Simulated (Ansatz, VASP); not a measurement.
**BN: VASP beside Ansatz**

```
B N
1.0
     1.25112    0.72234    3.37293
    -1.25112    0.72234    3.37293
     0.00000   -1.44467    3.37293
B N
1 1
Direct
  0.99967 0.99967 0.99967
  0.36619 0.32380 0.30829
```

Change from the starting cell: all N atoms moved +0.075 Å, as atom 2 along Cartesian [1 1 0].

Alike in both runs: task single point; functional PBEsol; k mesh 12 × 12 × 12; occupations gaussian, width 0.05 eV; no spin polarisation.

|  | VASP | Ansatz |
| --- | --- | --- |
| version | VASP 6.6.1 | Ansatz 0.2.0 |
| potentials or method | VASP PAW PBE potentials, release 64 (B, N), cutoff 520 eV | scalar-relativistic, plane waves, PAW |
| valence electrons in the cell | 8 | 8 |

Ansatz gave:

* gap on the k mesh at the Fermi level (eV): 3.67
* least direct gap on the mesh (eV): 4.54
* pressure (GPa): 3.0
* traceless stress, the component that is largest in VASP (GPa): 7.57
* rms of the force components (eV/Å): 1.983

Which values does VASP return?

gap on the k mesh at the Fermi level (eV): 3.66; least direct gap on the mesh (eV): 4.54; pressure (GPa): 3.3; traceless stress, the component that is largest in VASP (GPa): 7.83; rms of the force components (eV/Å): 1.981.

VASP's potentials were made for PBE, not for PBEsol. Atom by atom the forces differ by 0.001 eV/Å (rms over components).
